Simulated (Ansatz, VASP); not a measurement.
One calculation of AlNi, two programs

File INCAR:

```
ALGO = Fast ; EDIFF = 1E-6
ENCUT = 520 ; GGA = PS
ISIF = 2 ; ISMEAR = 0
LASPH = True ; LCHARG = False
LREAL = False ; LWAVE = False
NBANDS = 14 ; NELM = 80
PREC = Accurate ; SIGMA = 0.15
```

KPOINTS

```
k-points
0
Gamma
  24 24 24
```

Contents of POSCAR:

```
AlNi
1.0
    2.0782966375     -2.0783189503      0.0000000000
    2.0782966375      2.0783189503      0.0000000000
    0.0000000000      0.0000000000      2.7142570787
Al Ni
1 1
Direct
    0.0000000000      0.0000000000      0.0000000000
    0.5000000000      0.5000000000      0.5000000000
```

Input for Ansatz:

```yaml
crystal:
  lattice:
    - [2.0782966375, -2.0783189503, 0.0]
    - [2.0782966375, 2.0783189503, 0.0]
    - [0.0, 0.0, 2.7142570787]
  atoms:
    - { symbol: Al, position: [0.0, 0.0, 0.0] }
    - { symbol: Ni, position: [0.5, 0.5, 0.5] }
basis:
  ecutwfc: 420
kpoints:
  mp_grid: { grid: [24, 24, 24] }
hamiltonian:
  xc: pbesol
scf:
  occupations: { method: gaussian, width: 0.15 }
output:
  forces: true
  stress: true
  eigenvalues: true
```

Alike in both runs: task single point; functional PBEsol; k mesh 24 × 24 × 24; occupations gaussian, width 0.15 eV; no spin polarisation.

|  | VASP | Ansatz |
| --- | --- | --- |
| version | VASP 6.6.1 | Ansatz 0.2.0 |
| potentials or method | VASP PAW PBE potentials, release 64 (Al, Ni), cutoff 520 eV | scalar-relativistic, plane waves, PAW |
| valence electrons in the cell | 13 | 21 |

Ansatz gave:

- gap on the k mesh at the Fermi level (eV): none
- pressure (GPa): 0.5
- traceless stress, the component that is largest in VASP (GPa): 5.42

Q: Estimate VASP's values.

A: gap on the k mesh at the Fermi level (eV): none; pressure (GPa): 0.8; traceless stress, the component that is largest in VASP (GPa): 5.53.

VASP's potentials were made for PBE, not for PBEsol. A gap of «none» marks a metal or a gap that the smearing closes. VASP's potentials hold 13 valence electrons a cell and Ansatz's 21, so a difference there can come from the potentials and not from the codes. Ansatz's warnings: near symmetry operations not taken.
